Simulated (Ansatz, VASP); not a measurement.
BeS: VASP beside Ansatz

```
CELL_PARAMETERS angstrom
0.00000 2.33693 2.50708
2.33693 0.00000 2.50708
2.33693 2.33693 0.00000
ATOMIC_POSITIONS crystal
Be 0.00000 0.00000 0.00000
S 0.25000 0.25000 0.25000
```

Change from the starting cell: epitaxial_xy strain -4.0%.

Alike in both runs: task single point; functional r2SCAN; k mesh 10 × 10 × 10; no spin polarisation.

```csv
,VASP,Ansatz
version,VASP 6.6.1,Ansatz 0.2.0
potentials or method,"VASP PAW PBE potentials, release 64 (Be, S)","plane waves, PAW"
plane-wave cutoff (eV),520,500
occupations,"gaussian, width 0.01 eV",fixed
valence electrons in the cell,8,8
```

```csv
,VASP,Ansatz,Ansatz less VASP
gap on the k mesh at the Fermi level (eV),3.14,3.13,-0.010
pressure (GPa),5.9,5.6,-0.30
"traceless stress, the component that is largest in VASP (GPa)",-5.48,-5.56,-0.074
```

VASP's potentials were made for PBE, not for r2SCAN.
